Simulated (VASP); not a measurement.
# Si (Cmcm) in VASP: notebook

The runs below take Si through single point, with LDA.

Everything below comes from runs of VASP 6.6.1. Logs are shortened: lines on timing, memory, paths and dates and some standing lists are left out, and cuts for length are marked.

### Step 1. The cell of the first run

Symmetry: Cmcm, No. 63, orthorhombic system. The conventional cell has a = 4.068 Å, b = 6.124 Å, c = 6.289 Å, α = 90.00°, β = 90.00°, γ = 90.00°. Si (site symmetry m) has 4 Si at 2.19 to 2.41 Å within 2.9 Å.

### Step 2. Single point, LDA (engineering shear strain xy +0.0000, strain +e along x and -e along y +0.0700)

The input, INCAR:

```
ALGO = Normal ; EDIFF = 1E-7
ENCUT = 520 ; ISIF = 2
ISMEAR = 0 ; LASPH = True
LCHARG = False ; LREAL = False
LWAVE = False ; NBANDS = 16
NELM = 80 ; PREC = Accurate
SIGMA = 0.03
```

The input, KPOINTS:

```
k-points
0
Gamma
  12 12 6
```

The input, POSCAR:

```
Si
1.0
    4.0678030768      0.0000000000      0.0000000000
   -2.0339015384      3.0618909775      0.0000000000
    0.0000000000      0.0000000000      6.2886938331
Si
4
Direct
    0.3333333333      0.6666666667      0.0630360460
    0.6666666667      0.3333333333      0.5630360460
    0.3333333333      0.6666666667      0.4369639540
    0.6666666667      0.3333333333      0.9369639540
```

Potentials or basis: VASP PAW LDA potentials, release 64 (Si).

Launch:

```
cat potpaw_LDA.64/Si/POTCAR > POTCAR
mpirun -np 1 vasp_std > vasp.out
```

OUTCAR:

```text
EDIFF = 1E-7
   ENCUT = 520
   ISIF = 2
   ISMEAR = 0
   LASPH = True
   LREAL = False
   NELM = 80
   PREC = Accurate

 ion  position               nearest neighbor table
   1  0.333  0.667  0.063-   4 2.19   3 2.35   4 2.41   4 2.41
   2  0.667  0.333  0.563-   3 2.19   4 2.35   3 2.41   3 2.41
   3  0.333  0.667  0.437-   2 2.19   1 2.35   2 2.41   2 2.41
   4  0.667  0.333  0.937-   1 2.19   2 2.35   1 2.41   1 2.41

  Warning from LATTYP: Monoclinic adjustment (A1->A3, A2->A1, A3->A2)!
  LATTYP: Found a base centered orthorhombic cell.
 ALAT       =     4.0678030768
 B/A-ratio  =     1.5054273374
 C/A-ratio  =     1.5459681097

  Lattice vectors:

 A1 = (   2.0339015384,  -3.0618909775,   0.0000000000)
 A2 = (   2.0339015384,   3.0618909775,   0.0000000000)
 A3 = (   0.0000000000,   0.0000000000,   6.2886938331)

Analysis of symmetry for initial positions (statically):
=====================================================================
 Subroutine PRICEL returns:
 Original cell was already a primitive cell.

 Routine SETGRP: Setting up the symmetry group for a
 base centered orthorhombic supercell.

 Subroutine GETGRP returns: Found  8 space group operations
 (whereof  4 operations were pure point group operations)
 out of a pool of  8 trial point group operations.

The static configuration has the point symmetry C_2h.
 The point group associated with its full space group is D_2h.

Analysis of symmetry for dynamics (positions and initial velocities):
=====================================================================
 Subroutine PRICEL returns:
 Original cell was already a primitive cell.

 Routine SETGRP: Setting up the symmetry group for a
 base centered orthorhombic supercell.

 Subroutine GETGRP returns: Found  8 space group operations
 (whereof  4 operations were pure point group operations)
 out of a pool of  8 trial point group operations.

The dynamic configuration has the point symmetry C_2h.
 The point group associated with its full space group is D_2h.

 Subroutine INISYM returns: Found  8 space group operations
 (whereof  4 operations are pure point group operations),
 and found     1 'primitive' translations

----------------------------------------------------------------------------------------

                                     Primitive cell

  volume of cell :      78.3267

  direct lattice vectors                    reciprocal lattice vectors
     4.067803077  0.000000000  0.000000000     0.245832943  0.163297780  0.000000000
    -2.033901538  3.061890978  0.000000000     0.000000000  0.326595561  0.000000000
     0.000000000  0.000000000  6.288693833     0.000000000  0.000000000  0.159015533

  length of vectors
     4.067803077  3.675857971  6.288693833     0.295127092  0.326595561  0.159015533

  position of ions in fractional coordinates (direct lattice)
     0.333333333  0.666666667  0.063036046
     0.666666667  0.333333333  0.563036046
     0.333333333  0.666666667  0.436963954
     0.666666667  0.333333333  0.936963954

  ion indices of the primitive-cell ions
   primitive index   ion index
                 1           1
                 2           2
                 3           3
                 4           4

----------------------------------------------------------------------------------------

 KPOINTS: k-points

Automatic generation of k-mesh.
 Grid dimensions read from file:
 generate k-points for:   12   12    6

 Generating k-lattice:

  Cartesian coordinates                     Fractional coordinates (reciprocal lattice)
     0.020486079  0.013608148  0.000000000     0.083333333  0.000000000  0.000000000
     0.000000000  0.027216297  0.000000000     0.000000000  0.083333333  0.000000000
     0.000000000  0.000000000  0.026502589     0.000000000  0.000000000  0.166666667

  Length of vectors
     0.024593924  0.027216297  0.026502589

  Shift w.r.t. Gamma in fractional coordinates (k-lattice)
     0.000000000  0.000000000  0.000000000

 Subroutine IBZKPT returns following result:
 ===========================================

 Found    172 irreducible k-points:

 Following reciprocal coordinates:
            Coordinates               Weight
  0.000000  0.000000  0.000000      1.000000
  0.083333  0.000000  0.000000      4.000000
  0.166667  0.000000  0.000000      4.000000
  0.250000  0.000000  0.000000      4.000000
  0.333333  0.000000  0.000000      4.000000
  0.416667  0.000000  0.000000      4.000000
[... 16 lines left out ...]
  0.333333  0.166667  0.000000      4.000000
  0.416667  0.166667  0.000000      4.000000
 [... further k-points ...]
   k-points           NKPTS =    172   k-points in BZ     NKDIM =    172   number of bands    NBANDS=     16
   number of dos      NEDOS =    301   number of ions     NIONS =      4
   total plane-waves  NPLWV =  40320
   dimension x,y,z NGX =    30 NGY =   28 NGZ =   48
   dimension x,y,z NGXF=    60 NGYF=   56 NGZF=   96
   ions per type =               4
[... 68 lines left out ...]
  band No.  band energies     occupation
      1      -6.1568      2.00000
      2      -3.8289      2.00000
      3      -1.1436      2.00000
      4       4.5466      2.00000
      5       4.8422      2.00000
      6       5.9179      2.00000
[... 8 lines left out ...]
     15      11.6711      0.00000
     16      12.2223      0.00000

 k-point     2 :       0.0833    0.0000    0.0000
  band No.  band energies     occupation
      1      -6.0800      2.00000
      2      -3.7511      2.00000
      3      -1.1009      2.00000
      4       3.8591      2.00000
      5       4.6535      2.00000
      6       5.5310      2.00000
[... 8 lines left out ...]
     15      11.3072      0.00000
     16      12.2849      0.00000

 k-point     3 :       0.1667    0.0000    0.0000
  band No.  band energies     occupation
      1      -5.8522      2.00000
      2      -3.5203      2.00000
      3      -0.9989      2.00000
      4       2.6310      2.00000
      5       4.2639      2.00000
      6       4.3661      2.00000
[... 8 lines left out ...]
     15      11.0261      0.00000
     16      12.2170      0.00000

 k-point     4 :       0.2500    0.0000    0.0000
  band No.  band energies     occupation
      1      -5.4827      2.00000
      2      -3.1450      2.00000
      3      -0.9584      2.00000
      4       1.5798      2.00000
      5       2.9529      2.00000
      6       4.0590      2.00000
[... 8 lines left out ...]
     15      11.9990      0.00000
     16      12.7716      0.00000

 k-point     5 :       0.3333    0.0000    0.0000
  band No.  band energies     occupation
      1      -4.9964      2.00000
      2      -2.6493      2.00000
      3      -1.2585      2.00000
      4       1.0928      2.00000
      5       1.7540      2.00000
      6       3.7445      2.00000
[... 8 lines left out ...]
     15      13.0157      0.00000
     16      13.0943      0.00000

 k-point     6 :       0.4167    0.0000    0.0000
  band No.  band energies     occupation
      1      -4.4712      2.00000
      2      -2.1113      2.00000
      3      -1.8732      2.00000
      4       0.7843      2.00000
      5       1.1770      2.00000
      6       3.3013      2.00000
[... 8 lines left out ...]
     15      12.7724      0.00000
     16      13.4256      0.00000
[... 267 lines left out ...]
 k-point    21 :       0.1667    0.1667    0.0000
  band No.  band energies     occupation
      1      -5.1063      2.00000
      2      -2.7594      2.00000
      3      -0.9075      2.00000
      4       1.4879      2.00000
      5       2.5632      2.00000
      6       2.9570      2.00000
[... 8 lines left out ...]
     15      11.2612      0.00000
     16      12.6484      0.00000

 k-point    22 :       0.2500    0.1667    0.0000
  band No.  band energies     occupation
      1      -4.5997      2.00000
      2      -2.2398      2.00000
      3      -1.3628      2.00000
      4       1.2956      2.00000
      5       1.4910      2.00000
      6       2.5122      2.00000
[... 8 lines left out ...]
     15      11.1417      0.00000
     16      12.8764      0.00000

 k-point    23 :       0.3333    0.1667    0.0000
  band No.  band energies     occupation
      1      -4.0908      2.00000
      2      -1.9770      2.00000
      3      -1.7166      2.00000
      4       0.6522      2.00000
      5       1.4209      2.00000
      6       2.2766      2.00000
[... 8 lines left out ...]
     15      12.2247      0.00000
     16      12.7077      0.00000

 k-point    24 :       0.4167    0.1667    0.0000
  band No.  band energies     occupation
      1      -3.9412      2.00000
      2      -2.1698      2.00000
      3      -1.5671      2.00000
      4       0.4423      2.00000
      5       1.3955      2.00000
      6       2.3303      2.00000
[... 8 lines left out ...]
     15      12.4174      0.00000
     16      12.7128      0.00000

 [... further k-points ...]

------------------------ aborting loop because EDIFF is reached ----------------------------------------

  FORCE on cell =-STRESS in cart. coord.  units (eV):
  Direction    XX          YY          ZZ          XY          YZ          ZX
  --------------------------------------------------------------------------------------
  -------------------------------------------------------------------------------------
  Total       -5.0862880      7.4407931      0.1113048      0.0000000     -0.0000000      0.0000000
  in kB     -104.0402614    152.2017737      2.2767456      0.0000000     -0.0000000      0.0000000
  external PRESSURE =      16.8127526 kB  Pullay stress =       0.0000000 kB

 VOLUME and BASIS-vectors are now :
 -----------------------------------------------------------------------------
  energy-cutoff  :      520.00
  volume of cell :       78.33
      direct lattice vectors                 reciprocal lattice vectors
     4.067803077  0.000000000  0.000000000     0.245832943  0.163297780  0.000000000
    -2.033901538  3.061890978  0.000000000     0.000000000  0.326595561  0.000000000
     0.000000000  0.000000000  6.288693833     0.000000000  0.000000000  0.159015533

 POSITION                                       TOTAL-FORCE (eV/Angst)
 -----------------------------------------------------------------------------------
     -0.00000      2.04126      0.39641        -0.000000     -1.558744      0.222436
      2.03390      1.02063      3.54076         0.000000      1.558744      0.222436
     -0.00000      2.04126      2.74793        -0.000000     -1.558744     -0.222436
      2.03390      1.02063      5.89228         0.000000      1.558744     -0.222436
 -----------------------------------------------------------------------------------
    total drift:                                0.000000     -0.000000      0.000000

  FREE ENERGIE OF THE ION-ELECTRON SYSTEM (eV)
  ---------------------------------------------------
  free  energy   TOTEN  =       -23.3604245254 eV

  energy  without entropy=      -23.3602487096  energy(sigma->0) =      -23.36033662
```

Run time: 3.5 min. Hardware: 1 thread of Intel Xeon Platinum 8488C (Sapphire Rapids), shared host; peak memory 0.26 GiB.

Results:

* Free energy: -23.3604 eV
* Pressure: 1.7 GPa
* Largest force: 1.575 eV/Å
* Band gap on the k mesh: zero (bands 8 and 9 overlap by 0.73 eV)

Forces in eV/Å, atoms in the order of the input:
```
Si   0.000 -1.559  0.222
Si   0.000  1.559  0.222
Si   0.000 -1.559 -0.222
Si   0.000  1.559 -0.222
```

Stress tensor (GPa, compression positive):
```
-10.40   0.00   0.00
  0.00  15.22   0.00
  0.00   0.00   0.23
```

Levels at points of the mesh, in eV from the Fermi level:
```tsv
k point	band 6	band 7	band 8	band 9	band 10	band 11
(0.00, 0.00, 0.00)	-0.14	0.10	0.36	0.71	1.50	2.43
(0.50, 0.00, 0.00)	-3.03	-2.27	-0.79	1.01	3.10	3.11
(0.00, 0.50, 0.00)	-3.72	-2.97	-2.00	-0.36	1.41	2.48
(0.00, 0.00, 0.50)	-0.90	-0.55	-0.55	1.57	1.57	2.43
(0.50, 0.00, 0.50)	-2.48	-1.72	-1.72	1.33	1.33	1.90
(0.00, 0.50, 0.50)	-3.06	-2.20	-2.20	0.19	0.19	1.86
```

Caveat: the cell differs from its parent crystal (engineering shear strain xy +0.0000, strain +e along x and -e along y +0.0700); semilocal functionals underestimate gaps, so a narrow gap can read as zero; forces of over 1 eV/Å act on the atoms, so gaps and moduli don't describe the material at rest.

### Step 3. Single point, LDA (engineering shear strain xy +0.0000, strain +e along x and -e along y -0.0700)

The input, INCAR:

```
SYSTEM = Si
ALGO = Normal
EDIFF = 1E-7
ENCUT = 520
GGA = CA
ISIF = 2
ISMEAR = 0
LASPH = .TRUE.
LCHARG = .TRUE.
LELF = .TRUE.
LREAL = .FALSE.
LVHAR = .TRUE.
LWAVE = .FALSE.
NBANDS = 16
NELM = 80
PREC = Accurate
SIGMA = 0.03
```

The input, KPOINTS:

```
k-points
0
G
  12 12 6
  0 0 0
```

Edit POSCAR of step 2 so:

```diff
@@ -2,4 +2,4 @@
 1.0
-    4.0678030768      0.0000000000      0.0000000000
-   -2.0339015384      3.0618909775      0.0000000000
+    3.5355671602      0.0000000000      0.0000000000
+   -1.7677835801      3.5228208021      0.0000000000
     0.0000000000      0.0000000000      6.2886938331
```

Potentials or basis: VASP PAW LDA potentials, release 64 (Si).

Launch:

```
cat potpaw_LDA.64/Si/POTCAR > POTCAR
mpirun -np 1 vasp_std > vasp.out
```

It took 2.3 min on 1 thread of Intel Xeon Platinum 8488C (Sapphire Rapids), shared host; peak memory 0.26 GiB.

The run converged. Its results:

| Item | Value |
| --- | --- |
| Free energy | -23.3802 eV |
| Pressure | 1.5 GPa |
| Largest force | 0.998 eV/Å |
| Band gap on the k mesh | zero (bands 8 and 9 overlap by 0.48 eV) |

Forces in eV/Å, atoms in the order of the input:
```
Si   0.000  0.986  0.158
Si   0.000 -0.986  0.158
Si   0.000  0.986 -0.158
Si   0.000 -0.986 -0.158
```

Stress tensor (GPa, compression positive):
```
14.10  0.00  0.00
 0.00 -9.60  0.00
 0.00  0.00 -0.04
```

Levels at points of the mesh, in eV from the Fermi level:
| k point | band 4 | band 5 | band 6 | band 7 | band 8 | band 9 | band 10 | band 11 | band 12 | band 13 |
| --- | --- | --- | --- | --- | --- | --- | --- | --- | --- | --- |
| (0.00, 0.00, 0.00) | -2.04 | -1.07 | -0.42 | -0.37 | 0.01 | 0.41 | 2.10 | 2.28 | 2.29 | 2.77 |
| (0.50, 0.00, 0.00) | -6.21 | -4.71 | -3.67 | -2.98 | -1.82 | -0.17 | 1.73 | 2.62 | 2.72 | 4.69 |
| (0.00, 0.50, 0.00) | -5.88 | -5.09 | -3.17 | -2.18 | -0.60 | 1.30 | 2.95 | 3.39 | 3.87 | 3.91 |
| (0.00, 0.00, 0.50) | -4.42 | -1.37 | -1.37 | -0.49 | -0.49 | 0.91 | 0.91 | 3.07 | 3.07 | 3.82 |
| (0.50, 0.00, 0.50) | -7.45 | -2.94 | -2.94 | -2.39 | -2.39 | 0.40 | 0.40 | 1.55 | 1.55 | 5.22 |
| (0.00, 0.50, 0.50) | -7.34 | -2.78 | -2.78 | -1.55 | -1.55 | 1.12 | 1.12 | 2.09 | 2.09 | 6.28 |

Caveat: the cell differs from its parent crystal (engineering shear strain xy +0.0000, strain +e along x and -e along y -0.0700); semilocal functionals underestimate gaps, so a narrow gap can read as zero.

### Step 4. Single point, LDA (engineering shear strain xy +0.0000, strain +e along x and -e along y -0.0467)

The input, INCAR:

```
PREC = Accurate
ENCUT = 520
EDIFF = 1E-6
ISMEAR = 0
SIGMA = 0.03
LREAL = F
LASPH = T
NELM = 80
ALGO = Normal
ISIF = 2
LWAVE = F
LCHARG = F
NBANDS = 16
```

The input, KPOINTS:

```
regular mesh
0
Gamma
  12 12 6
```

Edit POSCAR of step 3 so:

```diff
@@ -2,4 +2,4 @@
 1.0
-    3.5355671602      0.0000000000      0.0000000000
-   -1.7677835801      3.5228208021      0.0000000000
+    3.6241464235      0.0000000000      0.0000000000
+   -1.8120732118      3.4461089098      0.0000000000
     0.0000000000      0.0000000000      6.2886938331
```

Launch:

```
cat potpaw_LDA.64/Si/POTCAR > POTCAR
mpirun -np 1 vasp_std > vasp.out
```

It took 1.9 min on 1 thread of Intel Xeon Platinum 8488C (Sapphire Rapids), shared host; peak memory 0.26 GiB.

Results (log left out):

* Free energy: -23.6108 eV
* Pressure: 0.7 GPa
* Largest force: 0.693 eV/Å
* Band gap on the k mesh: zero (bands 8 and 9 overlap by 0.27 eV)

Forces in eV/Å, atoms in the order of the input:
```
Si   0.000  0.689  0.074
Si   0.000 -0.689  0.074
Si   0.000  0.689 -0.074
Si   0.000 -0.689 -0.074
```

Stress tensor (GPa, compression positive):
```
 9.16  0.00  0.00
 0.00 -7.00  0.00
 0.00  0.00  0.07
```

Levels at points of the mesh, in eV from the Fermi level:
```
           k point  band 5  band 6  band 7  band 8  band 9  band 10  band 11  band 12
(0.00, 0.00, 0.00)   -1.32   -0.45   -0.28    0.18    0.39     1.98     2.19     2.42
(0.50, 0.00, 0.00)   -4.78   -3.55   -3.08   -1.77   -0.09     1.85     2.71     2.72
(0.00, 0.50, 0.00)   -5.04   -3.19   -2.57   -0.96    0.88     2.88     3.00     3.55
(0.00, 0.00, 0.50)   -1.26   -1.26   -0.74   -0.74    1.27     1.27     2.83     2.83
(0.50, 0.00, 0.50)   -2.85   -2.85   -2.48   -2.48    0.47     0.47     1.49     1.49
(0.00, 0.50, 0.50)   -2.73   -2.73   -1.94   -1.94    1.07     1.07     1.73     1.73
```

Caveat: the cell differs from its parent crystal (engineering shear strain xy +0.0000, strain +e along x and -e along y -0.0467); semilocal functionals underestimate gaps, so a narrow gap can read as zero.

### Step 5. Overview

```csv
cell,gap on the mesh (eV),pressure (GPa),largest force (eV/Å)
"a = 4.068, b = 3.676, c = 6.289 Å, angles 90.0, 90.0, 123.6°, 4 atoms",none,1.7,1.57
"a = 3.536, b = 3.941, c = 6.289 Å, angles 90.0, 90.0, 116.6°, 4 atoms",none,1.5,1.00
"a = 3.624, b = 3.893, c = 6.289 Å, angles 90.0, 90.0, 117.7°, 4 atoms",none,0.7,0.69
```

Alike in all rows: task single point; level LDA; potentials or basis VASP PAW LDA potentials, release 64 (Si); no spin polarisation; k mesh 12 × 12 × 6; cutoff (eV) 520; smearing gaussian 0.03 eV.

Caveats: semilocal functionals underestimate gaps, so a narrow gap can read as zero; forces of over 1 eV/Å act on the atoms, so gaps and moduli don't describe the material at rest (at least some runs).

Absolute energies hang on the potentials; compare differences alone.
